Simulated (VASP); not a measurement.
# Cu (P6_3/mmc) in VASP: further runs

The runs below take Cu through single point, with LDA, RPBE.

Everything below comes from runs of VASP 6.6.1. Logs are shortened: lines on timing, memory, paths and dates and some standing lists are left out, and cuts for length are marked.

## (1) The cell of the first run

It takes space group P6_3/mmc (No. 194, hexagonal). Conventional cell: a = 2.534 Å, b = 2.534 Å, c = 4.113 Å, α = 90.00°, β = 90.00°, γ = 120.00°. Cu (site symmetry -6m2) has 12 Cu at 2.52 to 2.53 Å within 3.3 Å.

## (2) Single point, LDA

Input file INCAR:

```
PREC     = Accurate       # precision mode
ENCUT    = 520            # plane-wave cutoff, eV
EDIFF    = 1E-7           # SCF threshold, eV
ISMEAR   = 0              # smearing method
SIGMA    = 0.05           # smearing width, eV
LREAL    = False          # projectors in reciprocal space
LASPH    = True           # aspherical terms in the spheres
NELM     = 80             # most SCF steps
ALGO     = Normal         # electronic algorithm
ISIF     = 2              # what is computed and relaxed
LWAVE    = False          # write WAVECAR
LCHARG   = True           # write CHGCAR
GGA      = CA             # functional
LELF     = True           # ELF
LVHAR    = True         
NBANDS   = 18             # bands
```

Input file KPOINTS:

```
regular mesh
0
Gamma
  12 12 7
```

Input file POSCAR:

```
Cu
1.0
    2.5340966698      0.0000000000      0.0000000000
   -1.2670483349      2.1945920917      0.0000000000
    0.0000000000      0.0000000000      4.1125710000
Cu
2
Direct
    0.6666666667      0.3333333333      0.7500000000
    0.3333333333      0.6666666667      0.2500000000
```

Potentials or basis: VASP PAW LDA potentials, release 64 (Cu).

On the command line:

```bash
cat potpaw_LDA.64/Cu/POTCAR > POTCAR
mpirun -np 1 vasp_std > vasp.out
```

OUTCAR:

```text
PREC = Accurate
   ENCUT = 520
   EDIFF = 1E-7
   ISMEAR = 0
   LREAL = False
   LASPH = True
   NELM = 80
   ISIF = 2
   GGA = CA

 ion  position               nearest neighbor table
   1  0.667  0.333  0.750-   2 2.52   2 2.52   2 2.52   2 2.52   2 2.52   2 2.52
   2  0.333  0.667  0.250-   1 2.52   1 2.52   1 2.52   1 2.52   1 2.52   1 2.52

  LATTYP: Found a hexagonal cell.
 ALAT       =     2.5340966698
 C/A-ratio  =     1.6228942838

  Lattice vectors:

 A1 = (   2.5340966698,   0.0000000000,   0.0000000000)
 A2 = (  -1.2670483349,   2.1945920917,   0.0000000000)
 A3 = (   0.0000000000,   0.0000000000,   4.1125710000)

Analysis of symmetry for initial positions (statically):
=====================================================================
 Subroutine PRICEL returns:
 Original cell was already a primitive cell.

 Routine SETGRP: Setting up the symmetry group for a
 hexagonal supercell.

 Subroutine GETGRP returns: Found 24 space group operations
 (whereof 12 operations were pure point group operations)
 out of a pool of 24 trial point group operations.

The static configuration has the point symmetry D_3d.
 The point group associated with its full space group is D_6h.

Analysis of symmetry for dynamics (positions and initial velocities):
=====================================================================
 Subroutine PRICEL returns:
 Original cell was already a primitive cell.

 Routine SETGRP: Setting up the symmetry group for a
 hexagonal supercell.

 Subroutine GETGRP returns: Found 24 space group operations
 (whereof 12 operations were pure point group operations)
 out of a pool of 24 trial point group operations.

The dynamic configuration has the point symmetry D_3d.
 The point group associated with its full space group is D_6h.

 Subroutine INISYM returns: Found 24 space group operations
 (whereof 12 operations are pure point group operations),
 and found     1 'primitive' translations

----------------------------------------------------------------------------------------

                                     Primitive cell

  volume of cell :      22.8713

  direct lattice vectors                    reciprocal lattice vectors
     2.534096670  0.000000000  0.000000000     0.394617937  0.227832772  0.000000000
    -1.267048335  2.194592092  0.000000000     0.000000000  0.455665544  0.000000000
     0.000000000  0.000000000  4.112571000     0.000000000  0.000000000  0.243156896

  length of vectors
     2.534096670  2.534096670  4.112571000     0.455665544  0.455665544  0.243156896

  position of ions in fractional coordinates (direct lattice)
     0.666666667  0.333333333  0.750000000
     0.333333333  0.666666667  0.250000000

  ion indices of the primitive-cell ions
   primitive index   ion index
                 1           1
                 2           2

----------------------------------------------------------------------------------------

 KPOINTS: regular mesh

Automatic generation of k-mesh.
 Grid dimensions read from file:
 generate k-points for:   12   12    7

 Generating k-lattice:

  Cartesian coordinates                     Fractional coordinates (reciprocal lattice)
     0.032884828  0.018986064  0.000000000     0.083333333 -0.000000000  0.000000000
     0.000000000  0.037972129  0.000000000     0.000000000  0.083333333  0.000000000
     0.000000000  0.000000000  0.034736699     0.000000000  0.000000000  0.142857143

  Length of vectors
     0.037972129  0.037972129  0.034736699

  Shift w.r.t. Gamma in fractional coordinates (k-lattice)
     0.000000000  0.000000000  0.000000000

 Subroutine IBZKPT returns following result:
 ===========================================

 Found     76 irreducible k-points:

 Following reciprocal coordinates:
            Coordinates               Weight
  0.000000  0.000000  0.000000      1.000000
  0.083333  0.000000  0.000000      6.000000
  0.166667  0.000000  0.000000      6.000000
  0.250000 -0.000000  0.000000      6.000000
  0.333333 -0.000000  0.000000      6.000000
  0.416667 -0.000000  0.000000      6.000000
[... 16 lines left out ...]
  0.250000 -0.000000  0.142857     12.000000
  0.333333 -0.000000  0.142857     12.000000
 [... further k-points ...]
   k-points           NKPTS =     76   k-points in BZ     NKDIM =     76   number of bands    NBANDS=     18
   number of dos      NEDOS =    301   number of ions     NIONS =      2
   total plane-waves  NPLWV =  12800
   dimension x,y,z NGX =    20 NGY =   20 NGZ =   32
   dimension x,y,z NGXF=    40 NGYF=   40 NGZF=   64
   ions per type =               2
   NGX,Y,Z   is equivalent  to a cutoff of  13.12, 13.12, 12.94 a.u.
   NGXF,Y,Z  is equivalent  to a cutoff of  26.24, 26.24, 25.87 a.u.
 SYSTEM =  unknown system
   PREC   = accura    normal or accurate (medium, high low for compatibility)
   ISTART =      0    job   : 0-new  1-cont  2-samecut
   ICHARG =      2    charge: 1-file 2-atom 10-const
   ISPIN  =      1    spin polarized calculation?
   LNONCOLLINEAR =      F non collinear calculations
   LSORBIT =      F    spin-orbit coupling
   LASPH  =      T    aspherical Exc in radial PAW
   ENCUT  =  520.0 eV  38.22 Ry    6.18 a.u.   4.71  4.71  7.65*2*pi/ulx,y,z
   NELM   =     80;   NELMIN=  2; NELMDL= -5     # of ELM steps
   EDIFF  = 0.1E-06   stopping-criterion for ELM
   LREAL  =      F    real-space projection
   EDIFFG = 0.1E-05   stopping-criterion for IOM
   NSW    =      0    number of steps for IOM
   IBRION =     -1    ionic relax: 0-MD 1-quasi-New 2-CG
   NFREE  =      0    steps in history (QN), initial steepest desc. (CG)
   ISIF   =      2    stress and relaxation
   ISYM   =      2    0-nonsym 1-usesym 2-fastsym
   POTIM  = 0.5000    time-step for ionic-motion
   TEBEG  =    0.0;   TEEND  =   0.0 temperature during run
   PSTRESS=    0.0 pullay stress
   NELECT =      22.0000    total number of electrons
   NUPDOWN=      -1.0000    fix difference up-down
   EMIN   =  10.00;   EMAX   =-10.00  energy-range for DOS
   EFERMI =   0.00;   METHOD = LEGACY
   ISMEAR =     0;   SIGMA  =   0.05  broadening in eV -4-tet -1-fermi 0-gaus
   EFERMI_NEDOS =   21; number of points for ismear=-14 and -15
   IALGO  =     38    algorithm
   IMIX   =      4    mixing-type and parameters
     AMIX     =   0.40;   BMIX     =  1.00
     AMIX_MAG =   1.60;   BMIX_MAG =  1.00
  volume/ion in A,a.u.               =      11.44        77.17
  Fermi-wavevector in a.u.,A,eV,Ry     =   1.616041  3.053874 35.532800  2.611587
  Thomas-Fermi vector in A             =   2.710691
   LORBIT       =      0    0 simple, 1 ext, 2 COOP (PROOUT), +10 PAW based schemes
   GGA     = CA    functional components
   LHFCALC =     F    Hartree Fock is set to
   AEXX    =    0.0000 exact exchange contribution
   IVDW    =     0    specifies the selected vdW correction
   LEPSILON=     F    determine dielectric tensor
   LRPA    =     F    only Hartree local field effects (RPA)
 non-spin polarized calculation
 Gauss-broadening in eV      SIGMA  =   0.05
  energy-cutoff  :      520.00
  volume of cell :       22.87
 maximum number of plane-waves:       634
 NGX is ok and might be reduce to    20
   NGX =  9   NGY =  9   NGZ = 15

 number of electron      21.9999979 magnetization

 Free energy of the ion-electron system (eV)
  ---------------------------------------------------
  ext. energy  EPLUGINS =         0.00000000
  ---------------------------------------------------
  free energy    TOTEN  =        -9.35896959 eV

  energy without entropy =       -9.35761226  energy(sigma->0) =       -9.35829093

 E-fermi :   7.6956     XC(G=0): -13.2913

 val. band max:        7.6905534080   @ k =   0.0833   0.0833   0.1429
 cond. band min:       7.7158972107   @ k =   0.2500   0.2500   0.2857
 fundamental gap:      0.0253438027
 Fermi energy:         7.6955691097

 k-point     1 :       0.0000    0.0000    0.0000
  band No.  band energies     occupation
      1      -1.8475      2.00000
      2       2.4587      2.00000
      3       4.5967      2.00000
      4       4.6457      2.00000
      5       4.6457      2.00000
      6       4.8698      2.00000
[... 10 lines left out ...]
     17      31.4751      0.00000
     18      31.4752      0.00000

 k-point     2 :       0.0833    0.0000    0.0000
  band No.  band energies     occupation
      1      -1.6190      2.00000
      2       2.5895      2.00000
      3       4.4605      2.00000
      4       4.7309      2.00000
      5       4.7567      2.00000
      6       4.8337      2.00000
[... 10 lines left out ...]
     17      32.5317      0.00000
     18      32.6564      0.00000

 k-point     3 :       0.1667    0.0000    0.0000
  band No.  band energies     occupation
      1      -0.9496      2.00000
      2       2.9197      2.00000
      3       4.2624      2.00000
      4       4.4620      2.00000
      5       4.6983      2.00000
      6       4.9663      2.00000
[... 10 lines left out ...]
     17      29.8055      0.00000
     18      31.5105      0.00000

 k-point     4 :       0.2500   -0.0000    0.0000
  band No.  band energies     occupation
      1       0.0980      2.00000
      2       3.2205      2.00000
      3       3.9096      2.00000
      4       4.1265      2.00000
      5       4.6142      2.00000
      6       4.8119      2.00000
[... 375 lines left out ...]
      4       4.2898      2.00000
      5       4.6442      2.00000
      6       4.8474      2.00000
[... 10 lines left out ...]
     17      28.8265      0.00000
     18      30.6232      0.00000

 k-point    23 :       0.2500   -0.0000    0.1429
  band No.  band energies     occupation
      1       0.2628      2.00000
      2       3.2146      2.00000
      3       3.8092      2.00000
      4       4.1564      2.00000
      5       4.5336      2.00000
      6       4.8316      2.00000
[... 10 lines left out ...]
     17      27.4519      0.00000
     18      29.4567      0.00000

 k-point    24 :       0.3333   -0.0000    0.1429
  band No.  band energies     occupation
      1       1.4645      2.00000
      2       3.2257      2.00000
      3       3.5144      2.00000
      4       4.1086      2.00000
      5       4.6468      2.00000
      6       4.7217      2.00000
[... 10 lines left out ...]
     17      25.4773      0.00000
     18      27.7109      0.00000

 [... further k-points ...]
[... 5 lines left out ...]
  --------------------------------------------------------------------------------------
  -------------------------------------------------------------------------------------
  Total       -1.0020065     -1.0020065     -1.0068062      0.0000000     -0.0000000      0.0000000
  in kB      -70.1925000    -70.1925000    -70.5287296      0.0000000     -0.0000000      0.0000000
  external PRESSURE =     -70.3045765 kB  Pullay stress =       0.0000000 kB

 VOLUME and BASIS-vectors are now :
 -----------------------------------------------------------------------------
  energy-cutoff  :      520.00
  volume of cell :       22.87
      direct lattice vectors                 reciprocal lattice vectors
     2.534096670  0.000000000  0.000000000     0.394617937  0.227832772  0.000000000
    -1.267048335  2.194592092  0.000000000     0.000000000  0.455665544  0.000000000
     0.000000000  0.000000000  4.112571000     0.000000000  0.000000000  0.243156896

 POSITION                                       TOTAL-FORCE (eV/Angst)
 -----------------------------------------------------------------------------------
      1.26705      0.73153      3.08443         0.000000      0.000000      0.000000
     -0.00000      1.46306      1.02814        -0.000000     -0.000000      0.000000
 -----------------------------------------------------------------------------------
    total drift:                               -0.000000      0.000000     -0.000000

  FREE ENERGIE OF THE ION-ELECTRON SYSTEM (eV)
  ---------------------------------------------------
  free  energy   TOTEN  =        -9.3589695945 eV

  energy  without entropy=       -9.3576122621  energy(sigma->0) =       -9.35829093
```

Run time: 12 s. Hardware: 1 thread of AMD EPYC 9R45 (Zen 5), shared host; peak memory 0.11 GiB.

Results:

- Free energy: -9.3590 eV
- Pressure: -7.0 GPa
- Band gap on the k mesh: zero (band 11 reaches 11.78 eV, above the bottom of band 12 at 5.79 eV)

Levels at points of the mesh, in eV from the Fermi level:
```csv
k point,band 9,band 10,band 11,band 12,band 13,band 14
"(0.00, 0.00, 0.00)",-2.55,-1.74,-1.74,-0.96,4.03,21.69
"(0.50, 0.00, 0.00)",-1.59,-1.54,0.04,1.63,7.96,8.36
```

## (3) Single point, RPBE

Input file INCAR:

```
PREC = Accurate ; ENCUT = 520
EDIFF = 1E-6 ; ISMEAR = 0
SIGMA = 0.1 ; LREAL = F
LASPH = T ; NELM = 100
ALGO = Normal ; ISIF = 2
LWAVE = F ; LCHARG = F
GGA = RP ; NBANDS = 18
```

KPOINTS is that of step 2.

POSCAR is that of step 2.

Potentials or basis: VASP PAW PBE potentials, release 64 (Cu).

On the command line:

```bash
cat potpaw_PBE.64/Cu/POTCAR > POTCAR
mpirun -np 1 vasp_std > vasp.out
```

OUTCAR:

```text
PREC = Accurate
   ENCUT = 520
   EDIFF = 1E-6
   ISMEAR = 0
   LREAL = F
   LASPH = T
   NELM = 100
   ISIF = 2
   GGA = RP

 ion  position               nearest neighbor table
   1  0.667  0.333  0.750-   2 2.52   2 2.52   2 2.52   2 2.52   2 2.52   2 2.52
   2  0.333  0.667  0.250-   1 2.52   1 2.52   1 2.52   1 2.52   1 2.52   1 2.52

  LATTYP: Found a hexagonal cell.
 ALAT       =     2.5340966698
 C/A-ratio  =     1.6228942838

  Lattice vectors:

 A1 = (   2.5340966698,   0.0000000000,   0.0000000000)
 A2 = (  -1.2670483349,   2.1945920917,   0.0000000000)
 A3 = (   0.0000000000,   0.0000000000,   4.1125710000)

Analysis of symmetry for initial positions (statically):
=====================================================================
 Subroutine PRICEL returns:
 Original cell was already a primitive cell.

 Routine SETGRP: Setting up the symmetry group for a
 hexagonal supercell.

 Subroutine GETGRP returns: Found 24 space group operations
 (whereof 12 operations were pure point group operations)
 out of a pool of 24 trial point group operations.

The static configuration has the point symmetry D_3d.
 The point group associated with its full space group is D_6h.

Analysis of symmetry for dynamics (positions and initial velocities):
=====================================================================
 Subroutine PRICEL returns:
 Original cell was already a primitive cell.

 Routine SETGRP: Setting up the symmetry group for a
 hexagonal supercell.

 Subroutine GETGRP returns: Found 24 space group operations
 (whereof 12 operations were pure point group operations)
 out of a pool of 24 trial point group operations.

The dynamic configuration has the point symmetry D_3d.
 The point group associated with its full space group is D_6h.

 Subroutine INISYM returns: Found 24 space group operations
[... 105 lines left out ...]
   POTIM  = 0.5000    time-step for ionic-motion
   TEBEG  =    0.0;   TEEND  =   0.0 temperature during run
   PSTRESS=    0.0 pullay stress
   NELECT =      22.0000    total number of electrons
   NUPDOWN=      -1.0000    fix difference up-down
   EMIN   =  10.00;   EMAX   =-10.00  energy-range for DOS
   EFERMI =   0.00;   METHOD = LEGACY
   ISMEAR =     0;   SIGMA  =   0.10  broadening in eV -4-tet -1-fermi 0-gaus
   EFERMI_NEDOS =   21; number of points for ismear=-14 and -15
   IALGO  =     38    algorithm
   IMIX   =      4    mixing-type and parameters
     AMIX     =   0.40;   BMIX     =  1.00
     AMIX_MAG =   1.60;   BMIX_MAG =  1.00
  volume/ion in A,a.u.               =      11.44        77.17
  Fermi-wavevector in a.u.,A,eV,Ry     =   1.616041  3.053874 35.532800  2.611587
  Thomas-Fermi vector in A             =   2.710691
   LORBIT       =      0    0 simple, 1 ext, 2 COOP (PROOUT), +10 PAW based schemes
   GGA     = RP    functional components
   LHFCALC =     F    Hartree Fock is set to
   AEXX    =    0.0000 exact exchange contribution
   IVDW    =     0    specifies the selected vdW correction
   LEPSILON=     F    determine dielectric tensor
   LRPA    =     F    only Hartree local field effects (RPA)
 non-spin polarized calculation
 Gauss-broadening in eV      SIGMA  =   0.10
  energy-cutoff  :      520.00
  volume of cell :       22.87
 maximum number of plane-waves:       634
 NGX is ok and might be reduce to    20
   NGX =  9   NGY =  9   NGZ = 15

 number of electron      21.9999979 magnetization

 Free energy of the ion-electron system (eV)
  ---------------------------------------------------
  ext. energy  EPLUGINS =         0.00000000
  ---------------------------------------------------
  free energy    TOTEN  =        -6.40473771 eV

  energy without entropy =       -6.39993692  energy(sigma->0) =       -6.40233731

 E-fermi :   8.1057     XC(G=0): -12.7779

 val. band max:        8.0939378630   @ k =   0.0833   0.0833   0.1429
 cond. band min:       8.1296797434   @ k =   0.5000  -0.0000   0.0000
 fundamental gap:      0.0357418804
 Fermi energy:         8.1057113339

 k-point     1 :       0.0000    0.0000    0.0000
  band No.  band energies     occupation
      1      -1.4443      2.00000
      2       2.9060      2.00000
      3       5.0436      2.00000
      4       5.0869      2.00000
      5       5.0869      2.00000
      6       5.3104      2.00000
[... 481 lines left out ...]
      5       5.0877      2.00000
      6       5.1606      2.00000
[... 10 lines left out ...]
     17      25.8504      0.00000
     18      28.1926      0.00000

 [... further k-points ...]
[... 5 lines left out ...]
  --------------------------------------------------------------------------------------
  -------------------------------------------------------------------------------------
  Total        1.8541423      1.8541423      1.8996921      0.0000000      0.0000000     -0.0000000
  in kB      129.8862704    129.8862704    133.0771224      0.0000000      0.0000000     -0.0000000
  external PRESSURE =     130.9498877 kB  Pullay stress =       0.0000000 kB

 VOLUME and BASIS-vectors are now :
 -----------------------------------------------------------------------------
  energy-cutoff  :      520.00
  volume of cell :       22.87
      direct lattice vectors                 reciprocal lattice vectors
     2.534096670  0.000000000  0.000000000     0.394617937  0.227832772  0.000000000
    -1.267048335  2.194592092  0.000000000     0.000000000  0.455665544  0.000000000
     0.000000000  0.000000000  4.112571000     0.000000000  0.000000000  0.243156896

 POSITION                                       TOTAL-FORCE (eV/Angst)
 -----------------------------------------------------------------------------------
      1.26705      0.73153      3.08443        -0.000000      0.000000      0.000000
     -0.00000      1.46306      1.02814         0.000000     -0.000000      0.000000
 -----------------------------------------------------------------------------------
    total drift:                               -0.000000      0.000000     -0.000000

  FREE ENERGIE OF THE ION-ELECTRON SYSTEM (eV)
  ---------------------------------------------------
  free  energy   TOTEN  =        -6.4047377118 eV

  energy  without entropy=       -6.3999369164  energy(sigma->0) =       -6.40233731
```

It took 12 s on 1 thread of AMD EPYC 9R45 (Zen 5), shared host; peak memory 0.12 GiB.

What came out:

* Free energy: -6.4047 eV
* Pressure: 13.1 GPa
* Band gap on the k mesh: zero (band 11 reaches 12.20 eV, above the bottom of band 12 at 6.22 eV)

Caveat: the PAW data sets were made with another functional, which shifts forces and pressure a little.
